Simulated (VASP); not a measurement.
# BaO (Fm-3m) in VASP: notebook

The runs below take BaO through single point, with PBE.

Everything below comes from runs of VASP 6.6.1. Logs are shortened: lines on timing, memory, paths and dates and some standing lists are left out, and cuts for length are marked.

### Step 1. The cell of the first run

It takes space group Fm-3m (No. 225, cubic). Conventional cell: a = 5.573 Å, b = 5.573 Å, c = 5.573 Å, α = 90.00°, β = 90.00°, γ = 90.00°. Within 3.7 Å of Ba (site symmetry m-3m) lie 6 O at 2.79 Å. O (site symmetry m-3m) has 6 Ba at 2.79 Å within 3.7 Å.

### Step 2. Single point, PBE

INCAR

```
PREC = Accurate
ENCUT = 600
EDIFF = 1E-6
ISMEAR = 0
SIGMA = 0.01
LREAL = F
LASPH = T
NELM = 120
ALGO = Normal
ISIF = 2
LWAVE = F
LCHARG = F
GGA = PE
NBANDS = 15
GGA_COMPAT = F
```

KPOINTS

```
Automatic mesh
0
Gamma
  6 6 6
```

POSCAR

```
BaO
1.0
    0.0000000000      2.7867173908      2.7867173908
    2.7867173908      0.0000000000      2.7867173908
    2.7867173908      2.7867173908      0.0000000000
Ba O
1 1
Direct
    0.0000000000      0.0000000000      0.0000000000
    0.5000000000      0.5000000000      0.5000000000
```

Potentials or basis: VASP PAW PBE potentials, release 64 (Ba_sv, O).

Started as:

```sh
> cat potpaw_PBE.64/Ba_sv/POTCAR potpaw_PBE.64/O/POTCAR > POTCAR
> mpirun -np 1 vasp_std > vasp.out
```

OUTCAR:

```text
PREC = Accurate
   ENCUT = 600
   EDIFF = 1E-6
   ISMEAR = 0
   LREAL = F
   LASPH = T
   NELM = 120
   ISIF = 2
   GGA = PE

 ion  position               nearest neighbor table
   1  0.000  0.000  0.000-   2 2.79   2 2.79   2 2.79   2 2.79   2 2.79   2 2.79
   2  0.500  0.500  0.500-   1 2.79   1 2.79   1 2.79   1 2.79   1 2.79   1 2.79

  LATTYP: Found a face centered cubic cell.
 ALAT       =     5.5734347816

  Lattice vectors:

 A1 = (   0.0000000000,   2.7867173908,   2.7867173908)
 A2 = (   2.7867173908,   0.0000000000,   2.7867173908)
 A3 = (   2.7867173908,   2.7867173908,   0.0000000000)

Analysis of symmetry for initial positions (statically):
=====================================================================
 Subroutine PRICEL returns:
 Original cell was already a primitive cell.

 Routine SETGRP: Setting up the symmetry group for a
 face centered cubic supercell.

 Subroutine GETGRP returns: Found 48 space group operations
 (whereof 48 operations were pure point group operations)
 out of a pool of 48 trial point group operations.

The static configuration has the point symmetry O_h .

Analysis of symmetry for dynamics (positions and initial velocities):
=====================================================================
 Subroutine PRICEL returns:
 Original cell was already a primitive cell.

 Routine SETGRP: Setting up the symmetry group for a
 face centered cubic supercell.

 Subroutine GETGRP returns: Found 48 space group operations
 (whereof 48 operations were pure point group operations)
 out of a pool of 48 trial point group operations.

The dynamic configuration has the point symmetry O_h .

 Subroutine INISYM returns: Found 48 space group operations
 (whereof 48 operations are pure point group operations),
 and found     1 'primitive' translations

----------------------------------------------------------------------------------------

                                     Primitive cell

  volume of cell :      43.2821

  direct lattice vectors                    reciprocal lattice vectors
     0.000000000  2.786717391  2.786717391    -0.179422571  0.179422571  0.179422571
     2.786717391  0.000000000  2.786717391     0.179422571 -0.179422571  0.179422571
     2.786717391  2.786717391  0.000000000     0.179422571  0.179422571 -0.179422571

  length of vectors
     3.941013529  3.941013529  3.941013529     0.310769010  0.310769010  0.310769010

[... 80 lines left out ...]
   TEBEG  =    0.0;   TEEND  =   0.0 temperature during run
   PSTRESS=    0.0 pullay stress
   NELECT =      16.0000    total number of electrons
   NUPDOWN=      -1.0000    fix difference up-down
   EMIN   =  10.00;   EMAX   =-10.00  energy-range for DOS
   EFERMI =   0.00;   METHOD = LEGACY
   ISMEAR =     0;   SIGMA  =   0.01  broadening in eV -4-tet -1-fermi 0-gaus
   EFERMI_NEDOS =   21; number of points for ismear=-14 and -15
   IALGO  =     38    algorithm
   IMIX   =      4    mixing-type and parameters
     AMIX     =   0.40;   BMIX     =  1.00
     AMIX_MAG =   1.60;   BMIX_MAG =  1.00
  volume/ion in A,a.u.               =      21.64       146.04
  Fermi-wavevector in a.u.,A,eV,Ry     =   1.174930  2.220295 18.782297  1.380460
  Thomas-Fermi vector in A             =   2.311319
   LORBIT       =      0    0 simple, 1 ext, 2 COOP (PROOUT), +10 PAW based schemes
   GGA     = PE    functional components
   LHFCALC =     F    Hartree Fock is set to
   AEXX    =    0.0000 exact exchange contribution
   IVDW    =     0    specifies the selected vdW correction
   LEPSILON=     F    determine dielectric tensor
   LRPA    =     F    only Hartree local field effects (RPA)
 non-spin polarized calculation
 Gauss-broadening in eV      SIGMA  =   0.01
  energy-cutoff  :      600.00
  volume of cell :       43.28
 maximum number of plane-waves:      1464
   NGX = 15   NGY = 15   NGZ = 15

 number of electron      16.0000002 magnetization

 Free energy of the ion-electron system (eV)
  ---------------------------------------------------
  ext. energy  EPLUGINS =         0.00000000
  ---------------------------------------------------
  free energy    TOTEN  =       -11.80639920 eV

  energy without entropy =      -11.80639920  energy(sigma->0) =      -11.80639920

 E-fermi :   1.8195     XC(G=0):  -9.5340

 val. band max:        1.7473156480   @ k =   0.5000   0.5000   0.0000
 cond. band min:       3.7841113207   @ k =   0.5000   0.5000   0.0000
 fundamental gap:      2.0367956727
 Fermi energy:         1.8194944292

 k-point     1 :       0.0000    0.0000    0.0000
  band No.  band energies     occupation
      1     -24.1647      2.00000
      2     -13.2143      2.00000
      3      -8.7125      2.00000
      4      -8.7125      2.00000
      5      -8.7125      2.00000
      6       1.4530      2.00000
      7       1.4530      2.00000
      8       1.4530      2.00000
      9       5.2151      0.00000
     10       6.4406      0.00000
     11       6.4406      0.00000
     12       6.4406      0.00000
     13       8.6600      0.00000
     14       8.6600      0.00000
[... 257 lines left out ...]
      2     -13.5098      2.00000
      3      -9.9169      2.00000
      4      -9.4945      2.00000
      5      -8.9043      2.00000
      6       0.7521      2.00000
      7       1.5303      2.00000
      8       1.6361      2.00000
      9       5.0525      0.00000
     10       7.9040      0.00000
     11       8.3313      0.00000
     12      11.1584      0.00000
     13      11.3773      0.00000
     14      13.6594      0.00000
     15      13.9301      0.00000

------------------------ aborting loop because EDIFF is reached ----------------------------------------

  FORCE on cell =-STRESS in cart. coord.  units (eV):
  Direction    XX          YY          ZZ          XY          YZ          ZX
  --------------------------------------------------------------------------------------
  -------------------------------------------------------------------------------------
  Total        0.4117843      0.4117843      0.4117843      0.0000000      0.0000000      0.0000000
  in kB       15.2430414     15.2430414     15.2430414      0.0000000      0.0000000      0.0000000
  external PRESSURE =      15.2430414 kB  Pullay stress =       0.0000000 kB

 VOLUME and BASIS-vectors are now :
 -----------------------------------------------------------------------------
  energy-cutoff  :      600.00
  volume of cell :       43.28
      direct lattice vectors                 reciprocal lattice vectors
     0.000000000  2.786717391  2.786717391    -0.179422571  0.179422571  0.179422571
     2.786717391  0.000000000  2.786717391     0.179422571 -0.179422571  0.179422571
     2.786717391  2.786717391  0.000000000     0.179422571  0.179422571 -0.179422571

 POSITION                                       TOTAL-FORCE (eV/Angst)
 -----------------------------------------------------------------------------------
      0.00000      0.00000      0.00000         0.000000      0.000000     -0.000000
      2.78672      2.78672      2.78672         0.000000     -0.000000      0.000000
 -----------------------------------------------------------------------------------
    total drift:                                0.000000     -0.000000      0.000000

  FREE ENERGIE OF THE ION-ELECTRON SYSTEM (eV)
  ---------------------------------------------------
  free  energy   TOTEN  =       -11.8063992013 eV

  energy  without entropy=      -11.8063992013  energy(sigma->0) =      -11.80639920
```

It took 7.2 s on 1 thread of AMD EPYC 9R45 (Zen 5), shared host; peak memory 0.15 GiB.

What came out:

* Free energy: -11.8064 eV
* Pressure: 1.5 GPa
* Band gap on the k mesh: 2.04 eV

Caveat: spin-orbit coupling is left out, which moves the levels of the heavy elements. A k mesh can miss the band edges.

### Step 3. Single point, PBE (20.34 Å³/atom)

This run uses another cell than the first one, of 20.34 Å³/atom.

INCAR

```
PREC = Accurate ; ENCUT = 600
EDIFF = 1E-6 ; ISMEAR = 0
SIGMA = 0.01 ; LREAL = F
LASPH = T ; NELM = 120
ALGO = Normal ; ISIF = 2
LWAVE = F ; LCHARG = F
GGA = PE ; NBANDS = 15
GGA_COMPAT = F
```

KPOINTS

```
regular mesh
0
Gamma
  6 6 6
```

POSCAR

```
BaO
1.0
    0.0000000000      2.7298296450      2.7298296450
    2.7298296450      0.0000000000      2.7298296450
    2.7298296450      2.7298296450      0.0000000000
Ba O
1 1
Direct
    0.0000000000      0.0000000000      0.0000000000
    0.5000000000      0.5000000000      0.5000000000
```

Potentials or basis: VASP PAW PBE potentials, release 64 (Ba_sv, O).

Started as:

```sh
> cat potpaw_PBE.64/Ba_sv/POTCAR potpaw_PBE.64/O/POTCAR > POTCAR
> mpirun -np 1 vasp_std > vasp.out
```

It took 7.2 s on 1 thread of AMD EPYC 9R45 (Zen 5), shared host; peak memory 0.15 GiB.

Results (log left out):

```
Free energy            : -11.7382 eV
Pressure               : 6.9 GPa
Band gap on the k mesh : 1.82 eV
```

Levels at points of the mesh, in eV from the valence-band top:
```
           k point  band 4  band 5  band 6  band 7  band 8  band 9  band 10  band 11  band 12  band 13
(0.00, 0.00, 0.00)  -10.35  -10.35   -0.46   -0.46   -0.46    3.73     4.64     4.64     4.64     7.02
(0.50, 0.00, 0.00)  -10.48  -10.48   -2.18   -1.69   -1.69    4.96     7.27     7.27     8.42    10.81
(0.50, 0.50, 0.00)  -11.02  -11.02   -0.23   -0.23    0.00    1.82     6.14     9.07     9.66     9.98
```

Caveat: the cell stands under pressure; spin-orbit coupling is left out, which moves the levels of the heavy elements.
